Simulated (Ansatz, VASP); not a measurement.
One calculation of SiF, two programs

```
CELL_PARAMETERS angstrom
4.70041 0.00000 0.00000
0.00000 2.53966 0.00000
0.00000 0.00000 5.46720
ATOMIC_POSITIONS crystal
Si 0.25000 0.50000 0.95924
Si 0.75000 0.50000 0.04076
F 0.25000 0.00000 0.69818
F 0.75000 0.00000 0.30182
```

Change from the starting cell: species swapped into the CdAu type (Pmma, No. 51).

Alike in both runs: functional PBE; k mesh 4 × 6 × 4; occupations gaussian, width 0.1 eV; no spin polarisation.

Ansatz relaxed the structure, and its values are those at the end. VASP's run is a single point on that final structure, the one shown.

|  | VASP | Ansatz |
| --- | --- | --- |
| version | VASP 6.6.1 | Ansatz 0.2.0 |
| potentials or method | VASP PAW PBE potentials, release 64 (Si, F), cutoff 520 eV | scalar-relativistic, plane waves, PAW |
| valence electrons in the cell | 22 | 22 |

```tsv
	VASP	Ansatz	Ansatz less VASP
gap on the k mesh at the Fermi level (eV)	none	none	-
pressure (GPa)	0.2	0.1	-0.11
rms of the force components (eV/Å)	0.034	0.006	-0.0272
```

A gap of «none» marks a metal or a gap that the smearing closes. The functional is the same, so the differences come from potentials, cutoffs and numerics.

The k mesh is coarse, so the values compare programs but aren't converged.
